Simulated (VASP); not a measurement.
# PtS2 (R3m) in VASP: settings compared

PtS2 is run at these levels: PBE+D3(BJ), PBE, r2SCAN+rVV10, r2SCAN; tasks: single point, relaxation of cell and atoms.

All numbers are computed with VASP 6.6.1; they aren't measurements. Logs are shortened: lines on timing, memory, paths and dates and some standing lists are left out, and cuts for length are marked.

### Step 1. The cell of the first run

It takes space group R3m (No. 160, trigonal). Conventional cell: a = 3.460 Å, b = 3.460 Å, c = 14.816 Å, α = 90.00°, β = 90.00°, γ = 120.00°. Pt (site symmetry 3m) has 6 S at 2.42 to 2.48 Å within 3.2 Å. S (site symmetry 3m) has 3 Pt at 2.48 Å and 4 S at 2.83 to 2.90 Å within 3.3 Å. Within 3.2 Å of S (site symmetry 3m) lie 3 Pt at 2.42 Å and 4 S at 2.83 to 2.90 Å.

### Step 2. Single point, PBE+D3(BJ)

INCAR

```
SYSTEM = PtS2
PREC     = Accurate       ! precision mode
ENCUT    = 520            ! plane-wave cutoff, eV
EDIFF    = 1E-6           ! SCF threshold, eV
ISMEAR   = -1             ! smearing method
SIGMA    = 0.02           ! smearing width, eV
LREAL    = .False.        ! projectors in reciprocal space
LASPH    = .True.         ! aspherical terms in the spheres
NELM     = 60             ! most SCF steps
ALGO     = Normal         ! electronic algorithm
ISIF     = 2              ! what is computed and relaxed
LWAVE    = .False.        ! write WAVECAR
LCHARG   = .False.        ! write CHGCAR
GGA      = PE             ! functional
IVDW     = 12             ! dispersion correction
NBANDS   = 18             ! bands
```

KPOINTS

```
regular mesh
0
Gamma
  8 8 8
  0 0 0
```

POSCAR

```
PtS2
1.0
    1.7298646102      0.9987377983      4.9387799613
   -1.7298646102      0.9987377983      4.9387799613
    0.0000000000     -1.9974755967      4.9387799613
Pt S
1 2
Direct
   -0.0023867337     -0.0023867337     -0.0023867337
    0.4301032356      0.4301032356      0.4301032356
    0.2389501647      0.2389501647      0.2389501647
```

Potentials or basis: VASP PAW PBE potentials, release 64 (Pt, S).

Started as:

```bash
$ cat potpaw_PBE.64/Pt/POTCAR potpaw_PBE.64/S/POTCAR > POTCAR
$ mpirun -np 1 vasp_std > vasp.out
```

OUTCAR:

```text
SYSTEM = PtS2
   PREC = Accurate
   ENCUT = 520
   EDIFF = 1E-6
   ISMEAR = -1
   LREAL = .False.
   LASPH = .True.
   NELM = 60
   ISIF = 2
   GGA = PE
   IVDW = 12
 IVDW          = 12

 ion  position               nearest neighbor table
   1  0.998  0.998  0.998-   3 2.42   3 2.42   3 2.42   2 2.48   2 2.48   2 2.48
   2  0.430  0.430  0.430-   1 2.48   1 2.48   1 2.48
   3  0.239  0.239  0.239-   1 2.42   1 2.42   1 2.42

  LATTYP: Found a trigonal (rhomboedric) cell.
 ALAT       =     5.3274249188
 COS(alpha) =     0.7891276937

  Lattice vectors:

 A1 = (   1.7298646102,   0.9987377983,   4.9387799613)
 A2 = (  -1.7298646102,   0.9987377983,   4.9387799613)
 A3 = (   0.0000000000,  -1.9974755967,   4.9387799613)

Analysis of symmetry for initial positions (statically):
=====================================================================
 Subroutine PRICEL returns:
 Original cell was already a primitive cell.

 Routine SETGRP: Setting up the symmetry group for a
 trigonal (rhombohedral) supercell.

 Subroutine GETGRP returns: Found  6 space group operations
 (whereof  6 operations were pure point group operations)
 out of a pool of 12 trial point group operations.

The static configuration has the point symmetry C_3v.

Analysis of symmetry for dynamics (positions and initial velocities):
=====================================================================
 Subroutine PRICEL returns:
 Original cell was already a primitive cell.

 Routine SETGRP: Setting up the symmetry group for a
 trigonal (rhombohedral) supercell.

 Subroutine GETGRP returns: Found  6 space group operations
 (whereof  6 operations were pure point group operations)
 out of a pool of 12 trial point group operations.

The dynamic configuration has the point symmetry C_3v.

 Subroutine INISYM returns: Found  6 space group operations
 (whereof  6 operations are pure point group operations),
 and found     1 'primitive' translations

----------------------------------------------------------------------------------------

                                     Primitive cell

  volume of cell :      51.1958

  direct lattice vectors                    reciprocal lattice vectors
     1.729864610  0.998737798  4.938779961     0.289039961  0.166877299  0.067493052
    -1.729864610  0.998737798  4.938779961    -0.289039961  0.166877299  0.067493052
     0.000000000 -1.997475597  4.938779961     0.000000000 -0.333754599  0.067493052

[... 83 lines left out ...]
   ENCUT  =  520.0 eV  38.22 Ry    6.18 a.u.   9.91  9.91  9.91*2*pi/ulx,y,z
   NELM   =     60;   NELMIN=  2; NELMDL= -5     # of ELM steps
   EDIFF  = 0.1E-05   stopping-criterion for ELM
   LREAL  =      F    real-space projection
   EDIFFG = 0.1E-04   stopping-criterion for IOM
   NSW    =      0    number of steps for IOM
   IBRION =     -1    ionic relax: 0-MD 1-quasi-New 2-CG
   NFREE  =      0    steps in history (QN), initial steepest desc. (CG)
   ISIF   =      2    stress and relaxation
   ISYM   =      2    0-nonsym 1-usesym 2-fastsym
   POTIM  = 0.5000    time-step for ionic-motion
   TEBEG  =    0.0;   TEEND  =   0.0 temperature during run
   PSTRESS=    0.0 pullay stress
   NELECT =      22.0000    total number of electrons
   NUPDOWN=      -1.0000    fix difference up-down
   EMIN   =  10.00;   EMAX   =-10.00  energy-range for DOS
   EFERMI =   0.00;   METHOD = LEGACY
   ISMEAR =    -1;   SIGMA  =   0.02  broadening in eV -4-tet -1-fermi 0-gaus
   EFERMI_NEDOS =   21; number of points for ismear=-14 and -15
   IALGO  =     38    algorithm
   IMIX   =      4    mixing-type and parameters
     AMIX     =   0.40;   BMIX     =  1.00
     AMIX_MAG =   1.60;   BMIX_MAG =  1.00
  volume/ion in A,a.u.               =      17.07       115.16
  Fermi-wavevector in a.u.,A,eV,Ry     =   1.235390  2.334549 20.765067  1.526189
  Thomas-Fermi vector in A             =   2.370042
   LORBIT       =      0    0 simple, 1 ext, 2 COOP (PROOUT), +10 PAW based schemes
   GGA     = PE    functional components
   LHFCALC =     F    Hartree Fock is set to
   AEXX    =    0.0000 exact exchange contribution
   IVDW    =    12    specifies the selected vdW correction
   LEPSILON=     F    determine dielectric tensor
   LRPA    =     F    only Hartree local field effects (RPA)
 non-spin polarized calculation
  energy-cutoff  :      520.00
  volume of cell :       51.20
 maximum number of plane-waves:      1400
   NGX = 19   NGY = 19   NGZ = 19

 number of electron      22.0000000 magnetization

 Free energy of the ion-electron system (eV)
  ---------------------------------------------------
  ext. energy  EPLUGINS =         0.00000000
  ---------------------------------------------------
  free energy    TOTEN  =       -13.71280837 eV

  energy without entropy =      -13.71117793  energy(sigma->0) =      -13.71199315

 E-fermi :   8.0570     XC(G=0): -11.2039

 val. band max:        8.0427390639   @ k =  -0.3750   0.5000   0.2500
 cond. band min:       8.1019755678   @ k =  -0.3750   0.3750   0.2500
 fundamental gap:      0.0592365038
 Fermi energy:         8.0570441640

 k-point     1 :       0.0000    0.0000    0.0000
  band No.  band energies     occupation
      1      -7.9830      2.00000
      2      -4.5524      2.00000
      3      -0.1007      2.00000
      4       2.5177      2.00000
      5       2.5177      2.00000
      6       3.2836      2.00000
[... 481 lines left out ...]
      5       2.5748      2.00000
      6       3.2668      2.00000
[... 10 lines left out ...]
     17      17.0726      0.00000
     18      17.0812      0.00000

 [... further k-points ...]

------------------------ aborting loop because EDIFF is reached ----------------------------------------

 Edisp (eV)   -1.36626

 E8    (eV) :    -0.5464

  FORCE on cell =-STRESS in cart. coord.  units (eV):
  Direction    XX          YY          ZZ          XY          YZ          ZX
  --------------------------------------------------------------------------------------
  -------------------------------------------------------------------------------------
  Total      -0.10537    -0.10537    -0.10549     0.00000     0.00000     0.00000
  in kB      -3.29742    -3.29742    -3.30130     0.00000     0.00000     0.00000
  external pressure =       -3.30 kB  Pullay stress =        0.00 kB

 VOLUME and BASIS-vectors are now :
 -----------------------------------------------------------------------------
  energy-cutoff  :      520.00
  volume of cell :       51.20
      direct lattice vectors                 reciprocal lattice vectors
     1.729864610  0.998737798  4.938779961     0.289039961  0.166877299  0.067493052
    -1.729864610  0.998737798  4.938779961    -0.289039961  0.166877299  0.067493052
     0.000000000 -1.997475597  4.938779961     0.000000000 -0.333754599  0.067493052

 POSITION                                       TOTAL-FORCE (eV/Angst)
 -----------------------------------------------------------------------------------
      0.00000     -0.00000     14.78098         0.000000     -0.000000      0.000184
      0.00000     -0.00000      6.37256         0.000000      0.000000     -0.040104
      0.00000     -0.00000      3.54037         0.000000     -0.000000      0.039921
 -----------------------------------------------------------------------------------
    total drift:                               -0.000000     -0.000000      0.000062

  FREE ENERGIE OF THE ION-ELECTRON SYSTEM (eV)
  ---------------------------------------------------
  free  energy   TOTEN  =       -15.0790706290 eV

  energy  without entropy=      -15.0774401943  energy(sigma->0) =      -15.07825541
```

OSZICAR:

```text
N       E                     dE             d eps       ncg     rms          rms(c)
DAV:   1     0.108355381259E+03    0.10836E+03   -0.10475E+04  2388   0.110E+03
DAV:   2    -0.964177508384E+01   -0.11800E+03   -0.11429E+03  2876   0.219E+02
DAV:   3    -0.145864454629E+02   -0.49447E+01   -0.49019E+01  2944   0.453E+01
DAV:   4    -0.146324171470E+02   -0.45972E-01   -0.45948E-01  2964   0.492E+00
DAV:   5    -0.146330422208E+02   -0.62507E-03   -0.62502E-03  2954   0.562E-01    0.194E+01
DAV:   6    -0.140942839100E+02    0.53876E+00   -0.67247E+00  2438   0.216E+01    0.142E+01
DAV:   7    -0.137395802377E+02    0.35470E+00   -0.17593E+00  2398   0.123E+01    0.694E+00
DAV:   8    -0.137221152236E+02    0.17465E-01   -0.17889E-01  2756   0.236E+00    0.149E+00
DAV:   9    -0.137130940122E+02    0.90212E-02   -0.38605E-02  2710   0.124E+00    0.445E-01
DAV:  10    -0.137127540902E+02    0.33992E-03   -0.50205E-03  2618   0.499E-01    0.142E-01
DAV:  11    -0.137127861474E+02   -0.32057E-04   -0.41816E-04  2900   0.133E-01    0.784E-02
DAV:  12    -0.137128029090E+02   -0.16762E-04   -0.51077E-05  2876   0.463E-02    0.255E-02
DAV:  13    -0.137128078013E+02   -0.48923E-05   -0.14233E-05  2674   0.233E-02    0.653E-03
DAV:  14    -0.137128083681E+02   -0.56686E-06   -0.12523E-06  2080   0.857E-03
   1 F= -.15079071E+02 E0= -.15078255E+02  d E =-.163043E-02
```

Run time: 75 s. Hardware: 1 thread of AMD EPYC 9R45 (Zen 5), shared host; peak memory 0.24 GiB.

Results:

```yaml
Free_energy: -15.0791 eV
Pressure: -0.3 GPa
Largest_force: 0.040 eV/Å
Band_gap_on_the_k_mesh: zero (bands 11 and 12 overlap by 0.68 eV)
Dispersion_energy_per_atom: -0.455 eV
```

Forces on the atoms (eV/Å):
```
Pt   0.000  0.000  0.000
S    0.000  0.000 -0.040
S    0.000  0.000  0.040
```

Caveat: spin-orbit coupling is left out, which moves the levels of the heavy elements.

### Step 3. Single point, PBE

This run uses another cell than the first one, of 17.80 Å³/atom.

INCAR

```
ALGO     = Normal         # electronic algorithm
EDIFF    = 1E-6           # SCF threshold, eV
ENCUT    = 520            # plane-wave cutoff, eV
GGA      = PE             # functional
ISIF     = 2              # what is computed and relaxed
ISMEAR   = -1             # smearing method
LASPH    = True           # aspherical terms in the spheres
LCHARG   = False          # write CHGCAR
LREAL    = False          # projectors in reciprocal space
LWAVE    = False          # write WAVECAR
NBANDS   = 18             # bands
NELM     = 80             # most SCF steps
PREC     = Accurate       # precision mode
SIGMA    = 0.02           # smearing width, eV
```

KPOINTS

```
k-points
0
Gamma
  8 8 8
```

POSCAR

```
PtS2
1.0
    1.7391390676      1.0040924088      5.0958715610
   -1.7391390676      1.0040924088      5.0958715610
    0.0000000000     -2.0081848177      5.0958715609
Pt S
1 2
Direct
   -0.0026256713     -0.0026256713     -0.0026256713
    0.4255983348      0.4255983348      0.4255983348
    0.2436940031      0.2436940031      0.2436940031
```

Potentials or basis: VASP PAW PBE potentials, release 64 (Pt, S).

Started as:

```bash
$ cat potpaw_PBE.64/Pt/POTCAR potpaw_PBE.64/S/POTCAR > POTCAR
$ mpirun -np 1 vasp_std > vasp.out
```

OUTCAR:

```text
EDIFF = 1E-6
   ENCUT = 520
   GGA = PE
   ISIF = 2
   ISMEAR = -1
   LASPH = True
   LREAL = False
   NELM = 80
   PREC = Accurate

 ion  position               nearest neighbor table
   1  0.997  0.997  0.997-   3 2.41   3 2.41   3 2.41   2 2.48   2 2.48   2 2.48
   2  0.426  0.426  0.426-   1 2.48   1 2.48   1 2.48   3 2.78
   3  0.244  0.244  0.244-   1 2.41   1 2.41   1 2.41   2 2.78

  LATTYP: Found a trigonal (rhomboedric) cell.
 ALAT       =     5.4772906832
 COS(alpha) =     0.7983644806

  Lattice vectors:

[... 676 lines left out ...]
      5       2.0317      2.00000
      6       2.6223      2.00000
[... 10 lines left out ...]
     17      16.5030      0.00000
     18      16.6612      0.00000

 [... further k-points ...]
[... 5 lines left out ...]
  --------------------------------------------------------------------------------------
  -------------------------------------------------------------------------------------
  Total        1.1079621      1.1079621      0.7259450      0.0000000      0.0000000     -0.0000000
  in kB       33.2474075     33.2474075     21.7839475      0.0000000      0.0000000     -0.0000000
  external PRESSURE =      29.4262542 kB  Pullay stress =       0.0000000 kB

 VOLUME and BASIS-vectors are now :
 -----------------------------------------------------------------------------
  energy-cutoff  :      520.00
  volume of cell :       53.39
      direct lattice vectors                 reciprocal lattice vectors
     1.739139068  1.004092409  5.095871561     0.287498573  0.165987378  0.065412428
    -1.739139068  1.004092409  5.095871561    -0.287498573  0.165987378  0.065412428
     0.000000000 -2.008184818  5.095871561     0.000000000 -0.331974757  0.065412428

 POSITION                                       TOTAL-FORCE (eV/Angst)
 -----------------------------------------------------------------------------------
      0.00000     -0.00000     15.24747         0.000000     -0.000000      0.076342
      0.00000     -0.00000      6.50638         0.000000     -0.000000      0.064944
      0.00000     -0.00000      3.72550         0.000000      0.000000     -0.141285
 -----------------------------------------------------------------------------------
    total drift:                               -0.000000      0.000000      0.000044

  FREE ENERGIE OF THE ION-ELECTRON SYSTEM (eV)
  ---------------------------------------------------
  free  energy   TOTEN  =       -13.7529491025 eV

  energy  without entropy=      -13.7511246544  energy(sigma->0) =      -13.75203688
```

OSZICAR:

```text
N       E                     dE             d eps       ncg     rms          rms(c)
DAV:   1     0.109854364131E+03    0.10985E+03   -0.10404E+04  2364   0.109E+03
DAV:   2    -0.937339693252E+01   -0.11923E+03   -0.11556E+03  2834   0.218E+02
DAV:   3    -0.146802307496E+02   -0.53068E+01   -0.52585E+01  2916   0.463E+01
DAV:   4    -0.147333810425E+02   -0.53150E-01   -0.53121E-01  2986   0.524E+00
DAV:   5    -0.147341152435E+02   -0.73420E-03   -0.73416E-03  2936   0.606E-01    0.191E+01
DAV:   6    -0.141993028439E+02    0.53481E+00   -0.75727E+00  2402   0.225E+01    0.144E+01
DAV:   7    -0.137805193955E+02    0.41878E+00   -0.21002E+00  2376   0.128E+01    0.705E+00
DAV:   8    -0.137690074873E+02    0.11512E-01   -0.28217E-01  2860   0.268E+00    0.161E+00
DAV:   9    -0.137534907082E+02    0.15517E-01   -0.76458E-02  2820   0.155E+00    0.509E-01
DAV:  10    -0.137528953620E+02    0.59535E-03   -0.84284E-03  2558   0.651E-01    0.175E-01
DAV:  11    -0.137529312547E+02   -0.35893E-04   -0.60263E-04  2978   0.157E-01    0.973E-02
DAV:  12    -0.137529420161E+02   -0.10761E-04   -0.81342E-05  2860   0.619E-02    0.274E-02
DAV:  13    -0.137529486406E+02   -0.66245E-05   -0.19774E-05  2608   0.273E-02    0.667E-03
DAV:  14    -0.137529491025E+02   -0.46190E-06   -0.20473E-06  2328   0.114E-02
   1 F= -.13752949E+02 E0= -.13752037E+02  d E =-.182445E-02
```

Wall time 88 s (1 thread of AMD EPYC 9R45 (Zen 5), shared host); peak memory 0.25 GiB.

What came out:

| Item | Value |
| --- | --- |
| Free energy | -13.7529 eV |
| Pressure | 2.9 GPa |
| Largest force | 0.141 eV/Å |
| Band gap on the k mesh | zero (bands 11 and 12 overlap by 0.63 eV) |

Forces on the atoms (eV/Å):
```
Pt   0.000  0.000  0.076
S    0.000  0.000  0.065
S    0.000  0.000 -0.141
```

Caveat: spin-orbit coupling is left out, which moves the levels of the heavy elements.

(Continued in part 2 of 2.)
